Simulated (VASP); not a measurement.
# MgO (P6_3mc) in VASP: single point with r2SCAN

Aim: the single point of MgO with r2SCAN.

All numbers are computed with VASP 6.6.1; they aren't measurements. Logs are shortened: lines on timing, memory, paths and dates and some standing lists are left out, and cuts for length are marked.

### 1 The cell of the first run

The structure is hexagonal, space group P6_3mc (No. 186). The conventional cell has a = 3.157 Å, b = 3.157 Å, c = 4.833 Å, α = 90.00°, β = 90.00°, γ = 120.00°. Within 2.5 Å of Mg (site symmetry 3m) lie 4 O at 1.89 to 1.92 Å. O (site symmetry 3m) has 4 Mg at 1.89 to 1.92 Å within 2.5 Å.

### 2 Single point, r2SCAN (strain -4.0%)

Contents of POSCAR:

```
MgO
1.0
    3.1566885389      0.0000000000      0.0000000000
   -1.5783442695      2.7337724665      0.0000000000
    0.0000000000      0.0000000000      4.8329916238
Mg O
2 2
Direct
    0.3333333333      0.6666666667     -0.0110121693
    0.6666666667      0.3333333333      0.4889878307
    0.3333333333      0.6666666667      0.3860121693
    0.6666666667      0.3333333333      0.8860121693
```

Contents of INCAR.step1:

```
SYSTEM = MgO
PREC = Accurate
ENCUT = 750
ISMEAR = 0
SIGMA = 0.01
LREAL = .False.
LASPH = .True.
NELM = 120
NBANDS = 24
GGA = PE
ALGO = Normal
EDIFF = 1E-5
LWAVE = .True.
LCHARG = .False.
GGA_COMPAT = .False.
```

Contents of INCAR.step2:

```
SYSTEM = MgO
PREC = Accurate
ENCUT = 750
EDIFF = 1E-6
ISMEAR = 0
SIGMA = 0.01
LREAL = .False.
LASPH = .True.
NELM = 120
ALGO = Normal
ISIF = 2
LWAVE = .False.
LCHARG = .False.
METAGGA = R2SCAN
LMIXTAU = .True.
NBANDS = 24
ISTART = 1
GGA_COMPAT = .False.
```

Contents of KPOINTS:

```
Automatic mesh
0
Gamma
  12 12 6
  0 0 0
```

Potentials or basis: VASP PAW PBE potentials, release 64 (Mg_sv, O).

Launch:

```
$ cat potpaw_PBE.64/Mg_sv/POTCAR potpaw_PBE.64/O/POTCAR > POTCAR
$ cp INCAR.step1 INCAR
$ mpirun -np 1 vasp_std > vasp.out
$ cp INCAR.step2 INCAR
$ mpirun -np 1 vasp_std > vasp.out
```

OUTCAR:

```text
SYSTEM = MgO
   PREC = Accurate
   ENCUT = 750
   EDIFF = 1E-6
   ISMEAR = 0
   LREAL = .False.
   LASPH = .True.
   NELM = 120
   ISIF = 2
   METAGGA = R2SCAN
   ISTART = 1

 ion  position               nearest neighbor table
   1  0.333  0.667  0.989-   4 1.89   4 1.89   4 1.89   3 1.92
   2  0.667  0.333  0.489-   3 1.89   3 1.89   3 1.89   4 1.92
   3  0.333  0.667  0.386-   2 1.89   2 1.89   2 1.89   1 1.92
   4  0.667  0.333  0.886-   1 1.89   1 1.89   1 1.89   2 1.92

  LATTYP: Found a hexagonal cell.
 ALAT       =     3.1566885389
 C/A-ratio  =     1.5310321447

  Lattice vectors:

 A1 = (   3.1566885389,   0.0000000000,   0.0000000000)
 A2 = (  -1.5783442695,   2.7337724665,   0.0000000000)
 A3 = (   0.0000000000,   0.0000000000,   4.8329916238)

Analysis of symmetry for initial positions (statically):
=====================================================================
 Subroutine PRICEL returns:
 Original cell was already a primitive cell.

 Routine SETGRP: Setting up the symmetry group for a
 hexagonal supercell.

 Subroutine GETGRP returns: Found 12 space group operations
 (whereof  6 operations were pure point group operations)
 out of a pool of 24 trial point group operations.

The static configuration has the point symmetry C_3v.
 The point group associated with its full space group is C_6v.

Analysis of symmetry for dynamics (positions and initial velocities):
=====================================================================
 Subroutine PRICEL returns:
 Original cell was already a primitive cell.

 Routine SETGRP: Setting up the symmetry group for a
 hexagonal supercell.

 Subroutine GETGRP returns: Found 12 space group operations
 (whereof  6 operations were pure point group operations)
 out of a pool of 24 trial point group operations.

The dynamic configuration has the point symmetry C_3v.
 The point group associated with its full space group is C_6v.

 Subroutine INISYM returns: Found 12 space group operations
 (whereof  6 operations are pure point group operations),
 and found     1 'primitive' translations

----------------------------------------------------------------------------------------

                                     Primitive cell

  volume of cell :      41.7071

  direct lattice vectors                    reciprocal lattice vectors
     3.156688539  0.000000000  0.000000000     0.316787668  0.182897445  0.000000000
    -1.578344270  2.733772467  0.000000000     0.000000000  0.365794890  0.000000000
     0.000000000  0.000000000  4.832991624     0.000000000  0.000000000  0.206911180

  length of vectors
     3.156688539  3.156688539  4.832991624     0.365794890  0.365794890  0.206911180

  position of ions in fractional coordinates (direct lattice)
     0.333333333  0.666666667  0.988987831
     0.666666667  0.333333333  0.488987831
     0.333333333  0.666666667  0.386012169
     0.666666667  0.333333333  0.886012169

  ion indices of the primitive-cell ions
   primitive index   ion index
                 1           1
                 2           2
                 3           3
                 4           4

----------------------------------------------------------------------------------------

 KPOINTS: Automatic mesh

Automatic generation of k-mesh.
 Grid dimensions read from file:
 generate k-points for:   12   12    6

 Generating k-lattice:

  Cartesian coordinates                     Fractional coordinates (reciprocal lattice)
     0.026398972  0.015241454  0.000000000     0.083333333  0.000000000  0.000000000
     0.000000000  0.030482908  0.000000000     0.000000000  0.083333333  0.000000000
     0.000000000  0.000000000  0.034485197     0.000000000  0.000000000  0.166666667

  Length of vectors
     0.030482908  0.030482908  0.034485197

  Shift w.r.t. Gamma in fractional coordinates (k-lattice)
     0.000000000  0.000000000  0.000000000

 Subroutine IBZKPT returns following result:
 ===========================================

 Found     76 irreducible k-points:

 Following reciprocal coordinates:
            Coordinates               Weight
  0.000000  0.000000  0.000000      1.000000
  0.083333  0.000000  0.000000      6.000000
  0.166667  0.000000  0.000000      6.000000
  0.250000  0.000000  0.000000      6.000000
  0.333333  0.000000  0.000000      6.000000
  0.416667 -0.000000  0.000000      6.000000
[... 16 lines left out ...]
  0.250000  0.000000  0.166667     12.000000
  0.333333  0.000000  0.166667     12.000000
 [... further k-points ...]
   k-points           NKPTS =     76   k-points in BZ     NKDIM =     76   number of bands    NBANDS=     24
   number of dos      NEDOS =    301   number of ions     NIONS =      4
   total plane-waves  NPLWV =  37632
   dimension x,y,z NGX =    28 NGY =   28 NGZ =   48
   dimension x,y,z NGXF=    56 NGYF=   56 NGZF=   96
   ions per type =               2   2
   NGX,Y,Z   is equivalent  to a cutoff of  14.75, 14.75, 16.51 a.u.
   NGXF,Y,Z  is equivalent  to a cutoff of  29.49, 29.49, 33.02 a.u.
 SYSTEM =  MgO
   PREC   = accura    normal or accurate (medium, high low for compatibility)
   ISTART =      1    job   : 0-new  1-cont  2-samecut
   ICHARG =      0    charge: 1-file 2-atom 10-const
   ISPIN  =      1    spin polarized calculation?
   LNONCOLLINEAR =      F non collinear calculations
   LSORBIT =      F    spin-orbit coupling
   LASPH  =      T    aspherical Exc in radial PAW
   ENCUT  =  750.0 eV  55.12 Ry    7.42 a.u.   7.05  7.05 10.79*2*pi/ulx,y,z
   NELM   =    120;   NELMIN=  2; NELMDL=  0     # of ELM steps
   EDIFF  = 0.1E-05   stopping-criterion for ELM
   LREAL  =      F    real-space projection
   EDIFFG = 0.1E-04   stopping-criterion for IOM
   NSW    =      0    number of steps for IOM
   IBRION =     -1    ionic relax: 0-MD 1-quasi-New 2-CG
   NFREE  =      0    steps in history (QN), initial steepest desc. (CG)
   ISIF   =      2    stress and relaxation
   ISYM   =      2    0-nonsym 1-usesym 2-fastsym
   POTIM  = 0.5000    time-step for ionic-motion
   TEBEG  =    0.0;   TEEND  =   0.0 temperature during run
   PSTRESS=    0.0 pullay stress
   NELECT =      32.0000    total number of electrons
   NUPDOWN=      -1.0000    fix difference up-down
   EMIN   =  10.00;   EMAX   =-10.00  energy-range for DOS
   EFERMI =   0.00;   METHOD = LEGACY
   ISMEAR =     0;   SIGMA  =   0.01  broadening in eV -4-tet -1-fermi 0-gaus
   EFERMI_NEDOS =   21; number of points for ismear=-14 and -15
   IALGO  =     38    algorithm
   IMIX   =      4    mixing-type and parameters
     AMIX     =   0.40;   BMIX     =  1.00
     AMIX_MAG =   1.60;   BMIX_MAG =  1.00
  volume/ion in A,a.u.               =      10.43        70.36
  Fermi-wavevector in a.u.,A,eV,Ry     =   1.498723  2.832176 30.561017  2.246171
  Thomas-Fermi vector in A             =   2.610445
   LORBIT       =      0    0 simple, 1 ext, 2 COOP (PROOUT), +10 PAW based schemes
   METAGGA = R2SCAN    functional components
   LHFCALC =     F    Hartree Fock is set to
   AEXX    =    0.0000 exact exchange contribution
   IVDW    =     0    specifies the selected vdW correction
   LEPSILON=     F    determine dielectric tensor
   LRPA    =     F    only Hartree local field effects (RPA)
 non-spin polarized calculation
 Gauss-broadening in eV      SIGMA  =   0.01
  energy-cutoff  :      750.00
  volume of cell :       41.71
 maximum number of plane-waves:      1961
   NGX = 15   NGY = 15   NGZ = 21

 number of electron      32.0000010 magnetization

 Free energy of the ion-electron system (eV)
  ---------------------------------------------------
  ext. energy  EPLUGINS =         0.00000000
  ---------------------------------------------------
  free energy    TOTEN  =       -31.52174058 eV

  energy without entropy =      -31.52174058  energy(sigma->0) =      -31.52174058

 E-fermi :   1.2226     XC(G=0): -11.1788

 val. band max:        1.1376378724   @ k =   0.0000   0.0000   0.0000
 cond. band min:       6.0962464569   @ k =   0.0000   0.0000   0.0000
 fundamental gap:      4.9586085845
 Fermi energy:         1.2225658668

 k-point     1 :       0.0000    0.0000    0.0000
  band No.  band energies     occupation
      1     -72.7353      2.00000
      2     -72.7279      2.00000
      3     -37.9344      2.00000
      4     -37.8534      2.00000
      5     -37.8531      2.00000
      6     -37.8531      2.00000
[... 16 lines left out ...]
     23      20.3295      0.00000
     24      20.3295      0.00000

 k-point     2 :       0.0833    0.0000    0.0000
  band No.  band energies     occupation
      1     -72.7351      2.00000
      2     -72.7278      2.00000
      3     -37.9329      2.00000
      4     -37.8561      2.00000
      5     -37.8543      2.00000
      6     -37.8541      2.00000
[... 16 lines left out ...]
     23      20.2081      0.00000
     24      20.2309      0.00000

 k-point     3 :       0.1667    0.0000    0.0000
  band No.  band energies     occupation
      1     -72.7342      2.00000
      2     -72.7275      2.00000
      3     -37.9287      2.00000
      4     -37.8649      2.00000
      5     -37.8573      2.00000
      6     -37.8567      2.00000
[... 16 lines left out ...]
     23      19.3510      0.00000
     24      19.3949      0.00000

 k-point     4 :       0.2500    0.0000    0.0000
  band No.  band energies     occupation
      1     -72.7329      2.00000
      2     -72.7272      2.00000
      3     -37.9226      2.00000
      4     -37.8767      2.00000
      5     -37.8677      2.00000
      6     -37.8602      2.00000
[... 16 lines left out ...]
     23      18.7893      0.00000
     24      19.0826      0.00000

 k-point     5 :       0.3333    0.0000    0.0000
  band No.  band energies     occupation
      1     -72.7315      2.00000
      2     -72.7271      2.00000
      3     -37.9165      2.00000
      4     -37.8878      2.00000
      5     -37.8809      2.00000
      6     -37.8648      2.00000
[... 16 lines left out ...]
     23      18.4413      0.00000
     24      19.4352      0.00000

 k-point     6 :       0.4167   -0.0000    0.0000
  band No.  band energies     occupation
      1     -72.7303      2.00000
      2     -72.7272      2.00000
      3     -37.9128      2.00000
      4     -37.8940      2.00000
      5     -37.8902      2.00000
      6     -37.8697      2.00000
[... 16 lines left out ...]
     23      18.3073      0.00000
     24      19.7801      0.00000
[... 379 lines left out ...]
 k-point    21 :       0.0833    0.0000    0.1667
  band No.  band energies     occupation
      1     -72.7346      2.00000
      2     -72.7283      2.00000
      3     -37.9279      2.00000
      4     -37.8604      2.00000
      5     -37.8551      2.00000
      6     -37.8531      2.00000
[... 16 lines left out ...]
     23      19.5782      0.00000
     24      19.5876      0.00000

 k-point    22 :       0.1667    0.0000    0.1667
  band No.  band energies     occupation
      1     -72.7337      2.00000
      2     -72.7280      2.00000
      3     -37.9247      2.00000
      4     -37.8660      2.00000
      5     -37.8631      2.00000
      6     -37.8557      2.00000
[... 16 lines left out ...]
     23      19.2246      0.00000
     24      19.3981      0.00000

 k-point    23 :       0.2500    0.0000    0.1667
  band No.  band energies     occupation
      1     -72.7325      2.00000
      2     -72.7277      2.00000
      3     -37.9206      2.00000
      4     -37.8771      2.00000
      5     -37.8730      2.00000
      6     -37.8592      2.00000
[... 16 lines left out ...]
     23      18.7823      0.00000
     24      19.0585      0.00000

 k-point    24 :       0.3333    0.0000    0.1667
  band No.  band energies     occupation
      1     -72.7312      2.00000
      2     -72.7274      2.00000
      3     -37.9175      2.00000
      4     -37.8894      2.00000
      5     -37.8816      2.00000
      6     -37.8626      2.00000
[... 16 lines left out ...]
     23      18.3826      0.00000
     24      19.3556      0.00000

 [... further k-points ...]

------------------------ aborting loop because EDIFF is reached ----------------------------------------

  FORCE on cell =-STRESS in cart. coord.  units (eV):
  Direction    XX          YY          ZZ          XY          YZ          ZX
  --------------------------------------------------------------------------------------
  -------------------------------------------------------------------------------------
  Total        5.6997863      5.6997863      4.3429052     -0.0000000      0.0000000      0.0000000
  in kB      218.9570899    218.9570899    166.8325515     -0.0000000      0.0000000      0.0000000
  external PRESSURE =     201.5822438 kB  Pullay stress =       0.0000000 kB

 VOLUME and BASIS-vectors are now :
 -----------------------------------------------------------------------------
  energy-cutoff  :      750.00
  volume of cell :       41.71
      direct lattice vectors                 reciprocal lattice vectors
     3.156688539  0.000000000  0.000000000     0.316787668  0.182897445  0.000000000
    -1.578344270  2.733772467  0.000000000     0.000000000  0.365794890  0.000000000
     0.000000000  0.000000000  4.832991624     0.000000000  0.000000000  0.206911180

 POSITION                                       TOTAL-FORCE (eV/Angst)
 -----------------------------------------------------------------------------------
     -0.00000      1.82251      4.77977         0.000000      0.000000     -0.003701
      1.57834      0.91126      2.36327        -0.000000     -0.000000     -0.003701
     -0.00000      1.82251      1.86559         0.000000      0.000000      0.003701
      1.57834      0.91126      4.28209        -0.000000     -0.000000      0.003701
 -----------------------------------------------------------------------------------
    total drift:                               -0.000001      0.000000      0.031946

  FREE ENERGIE OF THE ION-ELECTRON SYSTEM (eV)
  ---------------------------------------------------
  free  energy   TOTEN  =       -31.5217405783 eV

  energy  without entropy=      -31.5217405783  energy(sigma->0) =      -31.52174058
```

Wall time 5.9 min (1 thread of AMD EPYC 7R13 (Zen 3), shared host); peak memory 0.23 GiB.

What came out:

```
Free energy            : -31.5217 eV
Pressure               : 20.2 GPa
Largest force          : 0.004 eV/Å
Band gap on the k mesh : 4.96 eV
```

Forces in eV/Å, atoms in the order of the input:
```
Mg   0.000  0.000 -0.004
Mg   0.000  0.000 -0.004
O    0.000  0.000  0.004
O    0.000  0.000  0.004
```

Stress tensor (GPa, compression positive):
```
21.90  0.00  0.00
 0.00 21.90  0.00
 0.00  0.00 16.68
```

Caveat: the cell differs from its parent crystal (strain -4.0%); the stress differs along the axes, from 17 to 22 GPa; the structure was generated, so it needn't be the stable form of MgO; the PAW data sets were made with another functional, which shifts forces and pressure a little. A k mesh can miss the band edges.
